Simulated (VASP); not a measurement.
Here is a VASP 6.6.1 calculation.

File INCAR:

```
  ALGO = Normal
  EDIFF = 1E-6
  EDIFFG = -0.01
  ENCUT = 600
  GGA = PE
  IBRION = 2
  ISIF = 3
  ISMEAR = 1
  LASPH = True
  LCHARG = False
  LREAL = False
  LWAVE = False
  NELM = 60
  NSW = 100
  PREC = Accurate
  SIGMA = 0.05
```

File KPOINTS:

```
k-points
0
Gamma
  10 10 10
```

The input POSCAR:

```
Si2W
1.0
   -1.6069000000      1.6069000000      3.9149500000
    1.6069000000     -1.6069000000      3.9149500000
    1.6069000000      1.6069000000     -3.9149500000
Si W
2 1
Direct
    0.3299112200      0.3308179600      0.0035361900
    0.6828718600      0.6623554500      0.0128435600
   -0.0075508700      0.0008153000     -0.0114258700
```

Potentials or basis: VASP PAW PBE potentials, release 64 (Si, W_sv).

Command:

```console
$ cat potpaw_PBE.64/Si/POTCAR potpaw_PBE.64/W_sv/POTCAR > POTCAR
$ mpirun -np 1 vasp_std > vasp.out
```

(1) Predict the band gap on the k mesh.

(2) What does it give for the relaxed cell?

Results:

(1) zero (bands 11 and 12 overlap by 1.27 eV).

(2) a = 4.548 Å, b = 4.548 Å, c = 4.548 Å, α = 138.38°, β = 138.38°, γ = 60.32°.

Caveat: spin-orbit coupling is left out, which moves the levels of the heavy elements.
